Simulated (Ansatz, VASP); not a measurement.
## Na in VASP and in Ansatz

```
CELL_PARAMETERS angstrom
3.69010 0.00000 0.00000
-1.84505 3.19572 0.00000
0.00000 0.00000 6.02837
ATOMIC_POSITIONS crystal
Na 0.33333 0.66667 0.25000
Na 0.66667 0.33333 0.75000
```

Change from the starting cell: volume scaled by 0.94.

Alike in both runs: task single point; functional PBEsol; k mesh 13 × 13 × 7; occupations fermi-dirac, width 0.05 eV; no spin polarisation.

|  | VASP | Ansatz |
| --- | --- | --- |
| version | VASP 6.6.1 | Ansatz 0.2.0 |
| potentials or method | VASP PAW PBE potentials, release 64 (Na_pv), cutoff 520 eV | all-electron LAPW, scalar-relativistic |

```csv
,VASP,Ansatz,Ansatz less VASP
pressure (GPa),0.2,0.2,-0.01
"traceless stress, the component that is largest in VASP (GPa)",0.09,0.09,0.000
```

VASP's potentials were made for PBE, not for PBEsol. Ansatz ran all-electron here, and VASP with PAW potentials.
